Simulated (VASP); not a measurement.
Wanted: the native input for a VASP 6.6.1 run.

- Task: relaxation of shape and atoms at fixed volume
- Functional: PBE
- Potentials or basis: VASP PAW PBE potentials, release 64 (Hf_pv, C)
- Cutoff: 600 eV
- k mesh: 10 × 10 × 6
- Occupations: fermi-dirac, width 0.05 eV
- Spin: no spin polarisation
- Dipole correction: no
- Further INCAR settings: ALGO = Normal; EDIFF = 1e-06; IBRION = 2; EDIFFG = -0.005; NSW = 50; ISIF = 4

The structure of HfC (NiAs type) lies in POSCAR:

```
HfC
1.0
    2.9274536616      0.0000000000      0.0000000000
   -1.4637268308      2.5352492394      0.0000000000
    0.0000000000      0.0000000000      5.1684208442
Hf C
2 2
Direct
    0.0000000000      0.0000000000      0.0000000000
    0.0000000000      0.0000000000      0.5000000000
    0.3333333333      0.6666666667      0.2500000000
    0.6666666667      0.3333333333      0.7500000000
```

The input as run:

INCAR

```
ALGO = Normal ; EDIFF = 1E-6
EDIFFG = -0.005 ; ENCUT = 600
GGA = PE ; IBRION = 2
ISIF = 4 ; ISMEAR = -1
LASPH = T ; LCHARG = F
LREAL = F ; LWAVE = F
NELM = 80 ; NSW = 50
PREC = Accurate ; SIGMA = 0.05
```

KPOINTS

```
k-points
0
Gamma
  10 10 6
```

Potentials or basis: VASP PAW PBE potentials, release 64 (Hf_pv, C).

Launch:

```bash
$ cat potpaw_PBE.64/Hf_pv/POTCAR potpaw_PBE.64/C/POTCAR > POTCAR
$ mpirun -np 1 vasp_std > vasp.out
```

Results of the run:

```
Energy gained by relaxing : 11.2 meV/atom
Ionic steps               : 16
Pressure after relaxing   : 128.2 GPa
Band gap on the k mesh    : zero (band 14 reaches 9.92 eV, above the bottom of band 15 at 7.79 eV)
```

Caveat: spin-orbit coupling is left out, which moves the levels of the heavy elements.

Wall time 110 s on 1 thread of AMD EPYC 9R45 96-Core Processor (Zen 5), with other jobs on the host, peak memory 0.16 GiB.
